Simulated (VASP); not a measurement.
# H3C2Cl in VASP: notebook

The runs below take H3C2Cl through single point, with PBE+D3(BJ).

Program: VASP 6.6.1. These are calculated values, not measurements. Logs are shortened: lines on timing, memory, paths and dates and some standing lists are left out, and cuts for length are marked.

**1. The cell of the first run**

The cell holds a disordered packing, 24 atoms: a = 7.213 Å, b = 7.010 Å, c = 7.638 Å, α = 80.88°, β = 92.19°, γ = 92.87°.

**2. Single point, PBE+D3(BJ)**

INCAR

```
SYSTEM = H3C2Cl
  ALGO = Normal
  EDIFF = 1E-7
  ENCUT = 520
  GGA = PE
  ISIF = 2
  ISMEAR = -1
  IVDW = 12
  LASPH = .TRUE.
  LCHARG = .TRUE.
  LELF = .TRUE.
  LREAL = Auto
  LVHAR = .TRUE.
  LWAVE = .FALSE.
  NBANDS = 54
  NELM = 80
  PREC = Accurate
  SIGMA = 0.05
```

KPOINTS

```
k-points
0
G
  1 1 1
  0 0 0
```

POSCAR

```
H3C2Cl
1.0
    7.2097680000     -0.1730540000     -0.1352870000
   -0.1730540000      6.9843030000      0.5796930000
   -0.1352870000      0.5796930000      7.6149090000
Cl H C
4 12 8
Direct
    0.2719216235      0.2303777738      0.5508587270
    0.6966573156      0.2711444535      0.2891259944
    1.0069572901      0.5924486420      0.0857646362
    0.1467251608      0.0860776663      0.0743477547
    0.3222185424      0.3576185563      0.6514566367
    0.7912394075      0.3654227033      0.1464641826
    0.8870004855      0.6498735630      0.1833472310
    0.0267492534      0.0702376524     -0.0606044602
    0.5657872416      0.6750830454     -0.0297964503
    0.3815534751      0.8201444690      0.3154978237
    0.8250898349      0.9686880559      0.4070675360
    1.0416957675      0.6295975177      0.6913483302
    0.9403303548      0.2631886284      0.6114250173
    0.6118405526      0.1515867008      0.9150602224
    0.2584338857      0.5993880819      0.8568587845
    0.5871783210      0.6252280197      0.5486207763
    0.4643410859      0.7671388218      0.2227491238
    0.5315614860      0.7304950193      0.0858907847
    0.9739483722      0.7469986266      0.5992497978
    0.9032858001      0.8721229887      0.4986191213
    0.7236193160      0.1949237546      0.8182238751
    0.8395327131      0.2275396862      0.7041285324
    0.4767871376      0.6239508209      0.6397322907
    0.3638715612      0.5958482035      0.7555465284
```

Potentials or basis: VASP PAW PBE potentials, release 64 (Cl, H, C).

The run is started by

```
> cat potpaw_PBE.64/Cl/POTCAR potpaw_PBE.64/H/POTCAR potpaw_PBE.64/C/POTCAR > POTCAR
> mpirun -np 1 vasp_gam > vasp.out
```

OUTCAR:

```text
SYSTEM = H3C2Cl
   EDIFF = 1E-7
   ENCUT = 520
   GGA = PE
   ISIF = 2
   ISMEAR = -1
   IVDW = 12
   LASPH = .TRUE.
   LREAL = Auto
   NELM = 80
   PREC = Accurate
 IVDW          = 12

 ion  position               nearest neighbor table
   1  0.272  0.230  0.551-   5 1.30
   2  0.697  0.271  0.289-   6 1.37
   3  0.007  0.592  0.086-   7 1.28
   4  0.147  0.086  0.074-   8 1.33
   5  0.322  0.358  0.651-   1 1.30
   6  0.791  0.365  0.146-   2 1.37
[... 8 lines left out ...]
  15  0.258  0.599  0.857-  24 1.11
  16  0.587  0.625  0.549-  23 1.08
  17  0.464  0.767  0.223-  10 1.07  18 1.24
  18  0.532  0.730  0.086-   9 1.06  17 1.24
  19  0.974  0.747  0.599-  12 1.11  20 1.19
  20  0.903  0.872  0.499-  11 1.06  19 1.19
  21  0.724  0.195  0.818-  14 1.11  22 1.22
  22  0.840  0.228  0.704-  13 1.03  21 1.22
  23  0.477  0.624  0.640-  16 1.08  24 1.21
  24  0.364  0.596  0.756-  15 1.11  23 1.21

  LATTYP: Found a triclinic cell.
 ALAT       =     7.0104550535
 B/A-ratio  =     1.3571048305
 C/A-ratio  =     1.0289080155
 COS(alpha) =     0.0062493466
 COS(beta)  =     0.0501266696
 COS(gamma) =     0.6096234092

  Lattice vectors:

 A1 = (  -0.1730540000,   6.9843030000,   0.5796930000)
 A2 = (  -0.0377670000,   6.4046100000,  -7.0352160000)
 A3 = (  -7.2097680000,   0.1730540000,   0.1352870000)

Analysis of symmetry for initial positions (statically):
=====================================================================
 Subroutine PRICEL returns:
 Original cell was already a primitive cell.

 Routine SETGRP: Setting up the symmetry group for a
 triclinic supercell.

 Subroutine GETGRP returns: Found  1 space group operations
 (whereof  1 operations were pure point group operations)
 out of a pool of  2 trial point group operations.

The static configuration has the point symmetry C_1 .

Analysis of symmetry for dynamics (positions and initial velocities):
=====================================================================
 Subroutine PRICEL returns:
 Original cell was already a primitive cell.

 Routine SETGRP: Setting up the symmetry group for a
 triclinic supercell.

 Subroutine GETGRP returns: Found  1 space group operations
 (whereof  1 operations were pure point group operations)
 out of a pool of  2 trial point group operations.

The dynamic configuration has the point symmetry C_1 .

 Subroutine INISYM returns: Found  1 space group operations
 (whereof  1 operations are pure point group operations),
 and found     1 'primitive' translations

----------------------------------------------------------------------------------------

                                     Primitive cell

  volume of cell :     380.6988

  direct lattice vectors                    reciprocal lattice vectors
     7.209768000 -0.173054000 -0.135287000     0.138820487  0.003255502  0.002218466
    -0.173054000  6.984303000  0.579693000     0.003255502  0.144164967 -0.010916873
    -0.135287000  0.579693000  7.614909000     0.002218466 -0.010916873  0.132191805

  length of vectors
     7.213113397  7.010455053  7.638140194     0.138876375  0.144614364  0.132660367

  position of ions in fractional coordinates (direct lattice)
     0.271921623  0.230377774  0.550858727
     0.696657316  0.271144453  0.289125994
     0.006957290  0.592448642  0.085764636
     0.146725161  0.086077666  0.074347755
     0.322218542  0.357618556  0.651456637
     0.791239408  0.365422703  0.146464183
[... 16 lines left out ...]
     0.476787138  0.623950821  0.639732291
     0.363871561  0.595848203  0.755546528

  ion indices of the primitive-cell ions
   primitive index   ion index
                 1           1
                 2           2
                 3           3
                 4           4
                 5           5
                 6           6
[... 16 lines left out ...]
                23          23
                24          24

----------------------------------------------------------------------------------------

 KPOINTS: k-points

Automatic generation of k-mesh.
 Grid dimensions read from file:
 generate k-points for:    1    1    1

 Generating k-lattice:

  Cartesian coordinates                     Fractional coordinates (reciprocal lattice)
     0.138820487  0.003255502  0.002218466     1.000000000  0.000000000  0.000000000
     0.003255502  0.144164967 -0.010916873    -0.000000000  1.000000000  0.000000000
     0.002218466 -0.010916873  0.132191805     0.000000000  0.000000000  1.000000000

  Length of vectors
     0.138876375  0.144614364  0.132660367

  Shift w.r.t. Gamma in fractional coordinates (k-lattice)
     0.000000000  0.000000000  0.000000000

 Subroutine IBZKPT returns following result:
 ===========================================

 Found      1 irreducible k-points:

 Following reciprocal coordinates:
            Coordinates               Weight
  0.000000  0.000000  0.000000      1.000000
   k-points           NKPTS =      1   k-points in BZ     NKDIM =      1   number of bands    NBANDS=     54
   number of dos      NEDOS =    301   number of ions     NIONS =     24
   total plane-waves  NPLWV = 174960
   dimension x,y,z NGX =    54 NGY =   54 NGZ =   60
   dimension x,y,z NGXF=   108 NGYF=  108 NGZF=  120
   ions per type =               4  12   8
   NGX,Y,Z   is equivalent  to a cutoff of  12.45, 12.81, 13.06 a.u.
   NGXF,Y,Z  is equivalent  to a cutoff of  24.89, 25.61, 26.12 a.u.
 SYSTEM =  H3C2Cl
   PREC   = accura    normal or accurate (medium, high low for compatibility)
   ISTART =      0    job   : 0-new  1-cont  2-samecut
   ICHARG =      2    charge: 1-file 2-atom 10-const
   ISPIN  =      1    spin polarized calculation?
   LNONCOLLINEAR =      F non collinear calculations
   LSORBIT =      F    spin-orbit coupling
   LASPH  =      T    aspherical Exc in radial PAW
   ENCUT  =  520.0 eV  38.22 Ry    6.18 a.u.  13.41 13.03 14.20*2*pi/ulx,y,z
   NELM   =     80;   NELMIN=  2; NELMDL= -5     # of ELM steps
   EDIFF  = 0.1E-06   stopping-criterion for ELM
   LREAL  =      T    real-space projection
   EDIFFG = 0.1E-05   stopping-criterion for IOM
   NSW    =      0    number of steps for IOM
   IBRION =     -1    ionic relax: 0-MD 1-quasi-New 2-CG
   NFREE  =      0    steps in history (QN), initial steepest desc. (CG)
   ISIF   =      2    stress and relaxation
   ISYM   =      2    0-nonsym 1-usesym 2-fastsym
   POTIM  = 0.5000    time-step for ionic-motion
   TEBEG  =    0.0;   TEEND  =   0.0 temperature during run
   PSTRESS=    0.0 pullay stress
   NELECT =      72.0000    total number of electrons
   NUPDOWN=      -1.0000    fix difference up-down
   EMIN   =  10.00;   EMAX   =-10.00  energy-range for DOS
   EFERMI =   0.00;   METHOD = LEGACY
   ISMEAR =    -1;   SIGMA  =   0.05  broadening in eV -4-tet -1-fermi 0-gaus
   EFERMI_NEDOS =   21; number of points for ismear=-14 and -15
   IALGO  =     38    algorithm
   IMIX   =      4    mixing-type and parameters
     AMIX     =   0.40;   BMIX     =  1.00
     AMIX_MAG =   1.60;   BMIX_MAG =  1.00
  volume/ion in A,a.u.               =      15.86       107.05
  Fermi-wavevector in a.u.,A,eV,Ry     =   0.939706  1.775786 12.014580  0.883047
  Thomas-Fermi vector in A             =   2.067044
   LORBIT       =      0    0 simple, 1 ext, 2 COOP (PROOUT), +10 PAW based schemes
   GGA     = PE    functional components
   LHFCALC =     F    Hartree Fock is set to
   AEXX    =    0.0000 exact exchange contribution
   IVDW    =    12    specifies the selected vdW correction
   LEPSILON=     F    determine dielectric tensor
   LRPA    =     F    only Hartree local field effects (RPA)
 non-spin polarized calculation
  energy-cutoff  :      520.00
  volume of cell :      380.70
 maximum number of plane-waves:      5115
 NGX is ok and might be reduce to    54
   NGX = 27   NGY = 27   NGZ = 29

 number of electron      72.0000001 magnetization

 Free energy of the ion-electron system (eV)
  ---------------------------------------------------
  ext. energy  EPLUGINS =         0.00000000
  ---------------------------------------------------
  free energy    TOTEN  =      -115.57690882 eV

  energy without entropy =     -115.57690882  energy(sigma->0) =     -115.57690882

 E-fermi :  -1.5631     XC(G=0):  -6.8161

 val. band max:       -2.8344536202   @ k =   0.0000   0.0000   0.0000
 cond. band min:       2.3078510387   @ k =   0.0000   0.0000   0.0000
 fundamental gap:      5.1423046589
 Fermi energy:        -1.5631423704

 k-point     1 :       0.0000    0.0000    0.0000
  band No.  band energies     occupation
      1     -17.7214      2.00000
      2     -16.7860      2.00000
      3     -16.6787      2.00000
      4     -16.6180      2.00000
      5     -15.4653      2.00000
      6     -14.7532      2.00000
[... 40 lines left out ...]
     47       4.0536      0.00000
     48       4.8442      0.00000
 [bands above 48 left out]

------------------------ aborting loop because EDIFF is reached ----------------------------------------

 Edisp (eV)   -1.52778

 E8    (eV) :    -0.4131

  FORCE on cell =-STRESS in cart. coord.  units (eV):
  Direction    XX          YY          ZZ          XY          YZ          ZX
  --------------------------------------------------------------------------------------
  -------------------------------------------------------------------------------------
  Total       0.11279     2.96136    -1.95186    -0.67228     0.10461     2.98090
  in kB       0.47470    12.46295    -8.21445    -2.82928     0.44023    12.54516
  external pressure =        1.57 kB  Pullay stress =        0.00 kB

 VOLUME and BASIS-vectors are now :
 -----------------------------------------------------------------------------
  energy-cutoff  :      520.00
  volume of cell :      380.70
      direct lattice vectors                 reciprocal lattice vectors
     7.209768000 -0.173054000 -0.135287000     0.138820487  0.003255502  0.002218466
    -0.173054000  6.984303000  0.579693000     0.003255502  0.144164967 -0.010916873
    -0.135287000  0.579693000  7.614909000     0.002218466 -0.010916873  0.132191805

 POSITION                                       TOTAL-FORCE (eV/Angst)
 -----------------------------------------------------------------------------------
      1.84610      1.88130      4.29150        -0.157291     -0.535772     -0.409179
      4.93670      1.94080      2.26460         0.356047      0.692732     -1.276516
     -0.06397      4.18635      0.99559        -0.051166     -0.300593     -0.099043
      1.03290      0.61890      0.59620        -0.465994      0.004986     -0.771536
      2.17310      2.81960      5.12450         0.165334      0.172890     -0.009485
      5.62160      2.50020      1.22010        -0.600873     -0.714219      1.230524
[... 16 lines left out ...]
      3.24300      4.64620      5.16870         0.297531     -0.317318      0.298887
      2.41810      4.53660      6.04960        -0.860721      0.570738      0.905324
 -----------------------------------------------------------------------------------
    total drift:                               -0.008292     -0.017934     -0.018400

  FREE ENERGIE OF THE ION-ELECTRON SYSTEM (eV)
  ---------------------------------------------------
  free  energy   TOTEN  =      -117.1046847160 eV

  energy  without entropy=     -117.1046847160  energy(sigma->0) =     -117.10468472
```

Run time: 24 s. Hardware: 1 thread of AMD EPYC 9R45 (Zen 5), shared host; peak memory 0.36 GiB.

Results:

| Property | Result |
| --- | --- |
| Free energy | -117.1047 eV |
| Pressure | 0.2 GPa |
| Largest force | 3.211 eV/Å |
| Dispersion energy per atom | -0.064 eV |

Forces in eV/Å, atoms in the order of the input:
```
Cl  -0.157 -0.536 -0.409
Cl   0.356  0.693 -1.277
Cl  -0.051 -0.301 -0.099
Cl  -0.466  0.005 -0.772
H    0.165  0.173 -0.009
H   -0.601 -0.714  1.231
H   -0.077  0.324  0.161
H    0.479  0.239  0.680
H    0.465 -0.019 -0.359
H    0.062  0.076  0.435
H   -0.051  0.496 -0.273
H   -0.828  1.164 -0.964
H    1.346  0.242 -1.330
H    0.992  0.289 -0.778
H    1.056 -0.232 -0.822
H   -0.094  0.072  0.017
C    1.003 -0.488 -2.712
C   -1.253  0.713  2.735
C    1.380 -2.309  1.752
C   -0.741  0.517 -0.805
C   -0.409 -0.386  0.149
C   -2.014 -0.272  2.243
C    0.298 -0.317  0.299
C   -0.861  0.571  0.905
```

Stress tensor (GPa, compression positive):
```
 0.05 -0.28  1.25
-0.28  1.25  0.04
 1.25  0.04 -0.82
```

Levels at points of the mesh, in eV from the Fermi level:
| k point | band 34 | band 35 | band 36 | band 37 | band 38 | band 39 |
| --- | --- | --- | --- | --- | --- | --- |
| (0.00, 0.00, 0.00) | -1.45 | -1.32 | -1.27 | 3.87 | 3.97 | 4.31 |

Caveat: the k points lie up to 0.91 Å⁻¹ apart, too coarse for converged energies, forces and pressures; the atoms stand as in a frame of molecular dynamics.

**3. Single point, PBE+D3(BJ)**

This run uses another cell than the first one, of 14.98 Å³/atom.

INCAR

```
ALGO = Normal ; EDIFF = 1E-7
ENCUT = 520 ; GGA = PE
ISIF = 2 ; ISMEAR = -1
IVDW = 12 ; LASPH = True
LCHARG = False ; LREAL = Auto
LWAVE = False ; NBANDS = 54
NELM = 60 ; PREC = Accurate
SIGMA = 0.05
```

KPOINTS

```
k-points
0
Gamma
  1 1 1
```

POSCAR

```
H3C2Cl
1.0
    6.7158410000     -0.4399890000     -0.0477950000
   -0.4399890000      6.5125490000      0.4378890000
   -0.0477950000      0.4378890000      8.2837350000
Cl H C
4 12 8
Direct
    0.2724367812      0.2146535604      0.5502018936
    0.6674468068      0.2545318164      0.3154185808
    0.9442447733      0.5762633419      0.0491313158
    0.1258369424      0.1195540579      0.0878423766
    0.3673547040      0.3776901320      0.6154677043
    0.8089457768      0.3462276026      0.2158150043
    0.9971980377      0.6211997966      0.1862619365
   -0.0031168115      0.1827116274     -0.0234986247
    0.6256263413      0.8893269199      0.0086404666
    0.2975351166      0.6800922329      0.3089325990
    0.7768351788      0.8439299998      0.3657626872
    1.0500763218      0.8732784225      0.7032684390
    0.9256788856      0.2992375939      0.6245624675
    0.6241343025      0.2421991773      0.9545300693
    0.2483605990      0.6299044050      0.8661844186
    0.5398319080      0.6154854992      0.5527442556
    0.4090587922      0.7425997164      0.2225777041
    0.5041891582      0.8246213918      0.1010540637
    0.9615413638      0.8550067402      0.5955717829
    0.8870357058      0.8457014719      0.4643041454
    0.7174969936      0.2700583378      0.8488969279
    0.8187465259      0.2695512366      0.7275218810
    0.4626798843      0.6396464413      0.6621433019
    0.3640734055      0.6648176450      0.7772079327
```

Potentials or basis: VASP PAW PBE potentials, release 64 (Cl, H, C).

The run is started by

```
> cat potpaw_PBE.64/Cl/POTCAR potpaw_PBE.64/H/POTCAR potpaw_PBE.64/C/POTCAR > POTCAR
> mpirun -np 1 vasp_gam > vasp.out
```

OUTCAR:

```text
EDIFF = 1E-7
   ENCUT = 520
   GGA = PE
   ISIF = 2
   ISMEAR = -1
   IVDW = 12
   LASPH = True
   LREAL = Auto
   NELM = 60
   PREC = Accurate
 IVDW          = 12

 ion  position               nearest neighbor table
   1  0.272  0.215  0.550-   5 1.34
   2  0.667  0.255  0.315-   6 1.31
   3  0.944  0.576  0.049-   7 1.24
   4  0.126  0.120  0.088-   8 1.32
   5  0.367  0.378  0.615-   1 1.34
[... 296 lines left out ...]
  -------------------------------------------------------------------------------------
  Total      -0.31070     2.54658    -0.20642     0.64070     0.80738     2.48446
  in kB      -1.38501    11.35181    -0.92015     2.85603     3.59903    11.07493
  external pressure =        3.02 kB  Pullay stress =        0.00 kB

 VOLUME and BASIS-vectors are now :
 -----------------------------------------------------------------------------
  energy-cutoff  :      520.00
  volume of cell :      359.42
      direct lattice vectors                 reciprocal lattice vectors
     6.715841000 -0.439989000 -0.047795000     0.149564578  0.010082423  0.000329979
    -0.439989000  6.512549000  0.437889000     0.010082423  0.154777087 -0.008123545
    -0.047795000  0.437889000  8.283735000     0.000329979 -0.008123545  0.121149817

 POSITION                                       TOTAL-FORCE (eV/Angst)
 -----------------------------------------------------------------------------------
      1.70890      1.51900      4.63870         0.170645      0.522445      0.090702
      4.35540      1.50210      2.69240        -0.017980      0.070609      0.119659
      6.08550      3.35900      0.61420        -0.548826     -0.019360     -1.532756
      0.78830      0.76170      0.77400        -0.135945      0.080160     -0.457105
      2.27150      2.56760      5.24620        -0.370482     -0.559306     -0.122594
      5.27010      1.99340      1.90070        -0.198128     -0.197972      0.061790
[... 16 lines left out ...]
      2.79420      4.25210      5.74300         0.376061     -0.054097     -0.749304
      2.11540      4.50980      6.71190        -0.123468     -0.701409     -0.406304
 -----------------------------------------------------------------------------------
    total drift:                               -0.002715      0.000653     -0.021228

  FREE ENERGIE OF THE ION-ELECTRON SYSTEM (eV)
  ---------------------------------------------------
  free  energy   TOTEN  =      -117.0723553024 eV

  energy  without entropy=     -117.0723553024  energy(sigma->0) =     -117.07235530
```

stdout:

```text
POSCAR found type information on POSCAR ClH C
 POSCAR found :  3 types and      24 ions
 scaLAPACK will be used
 LDA part: xc-table for (Slater+PW92), standard interpolation
 POSCAR, INCAR and KPOINTS ok, starting setup
 FFT: planning ... GRIDC
 FFT: planning ... GRID_SOFT
 FFT: planning ... GRID
 WAVECAR not read
 entering main loop
```

Run time: 21 s. Hardware: 1 thread of AMD EPYC 9R45 (Zen 5), shared host; peak memory 0.34 GiB.

What came out:

```
Free energy                : -117.0724 eV
Pressure                   : 0.3 GPa
Largest force              : 2.571 eV/Å
Dispersion energy per atom : -0.068 eV
```

Forces on the atoms (eV/Å):
```
Cl   0.171  0.522  0.091
Cl  -0.018  0.071  0.120
Cl  -0.549 -0.019 -1.533
Cl  -0.136  0.080 -0.457
H   -0.370 -0.559 -0.123
H   -0.198 -0.198  0.062
H    0.489  0.665  1.335
H    0.345 -0.179  0.267
H   -1.512 -0.538  1.130
H   -0.320 -0.227  0.691
H    0.716 -0.024  0.255
H   -0.225 -0.131 -0.116
H   -0.768 -0.291  0.705
H   -0.223  0.186  0.081
H    0.014  0.400  0.565
H    0.117  0.554  0.633
C    1.034  0.904 -2.174
C    0.973 -0.263  0.573
C    1.087 -0.028  1.491
C   -1.729 -0.214 -1.739
C    0.730 -0.573 -1.131
C    0.119  0.617  0.430
C    0.376 -0.054 -0.749
C   -0.123 -0.701 -0.406
```

Levels at points of the mesh, in eV from the Fermi level:
| k point | band 33 | band 34 | band 35 | band 36 | band 37 | band 38 | band 39 | band 40 |
| --- | --- | --- | --- | --- | --- | --- | --- | --- |
| (0.00, 0.00, 0.00) | -1.64 | -1.43 | -1.31 | -1.29 | 3.57 | 4.03 | 4.28 | 4.54 |

Caveat: the k points lie up to 0.98 Å⁻¹ apart, too coarse for converged energies, forces and pressures; the atoms stand as in a frame of molecular dynamics.

(Part 1 of 2 ends here.)
